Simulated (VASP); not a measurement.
Input of a VASP 6.6.1 run:

File POSCAR:

```
Cu
1.0
    1.2184636900     -3.9763780100      0.0000000000
    1.2184636900      3.9763780100      0.0000000000
    0.0000000000      0.0000000000      2.4754955200
Cu
2
Direct
    0.1338666500      0.8661333500      0.2500000000
    0.8661333500      0.1338666500      0.7500000000
```

Contents of INCAR.step1:

```
SYSTEM = Cu
PREC = Accurate ; ENCUT = 520
ISMEAR = -1 ; SIGMA = 0.5
LREAL = .FALSE. ; LASPH = .TRUE.
NELM = 80 ; NBANDS = 18
GGA = PE ; ALGO = Normal
EDIFF = 1E-4 ; LWAVE = .TRUE.
LCHARG = .FALSE.
```

File INCAR.step2:

```
SYSTEM = Cu
PREC = Accurate ; ENCUT = 520
EDIFF = 1E-6 ; ISMEAR = -1
SIGMA = 0.5 ; LREAL = .FALSE.
LASPH = .TRUE. ; NELM = 80
ALGO = Normal ; ISIF = 2
LWAVE = .FALSE. ; LCHARG = .FALSE.
METAGGA = R2SCAN ; LMIXTAU = .TRUE.
NBANDS = 18 ; ISTART = 1
```

File KPOINTS:

```
regular mesh
0
G
  12 12 11
  0 0 0
```

Potentials or basis: VASP PAW PBE potentials, release 64 (Cu).

Run with:

```bash
$ cat potpaw_PBE.64/Cu/POTCAR > POTCAR
$ cp INCAR.step1 INCAR
$ mpirun -np 1 vasp_std > vasp.out
$ cp INCAR.step2 INCAR
$ mpirun -np 1 vasp_std > vasp.out
```

Q: Estimate the largest force.

A: 0.024 eV/Å.

Q: What does it give for the pressure?

A: 2.8 GPa.

Stress tensor (GPa, compression positive):
```
2.18 0.00 0.00
0.00 3.11 0.00
0.00 0.00 3.09
```

Caveat: so wide a smearing shifts energies and pressures; the PAW data sets were made with another functional, which shifts forces and pressure a little.
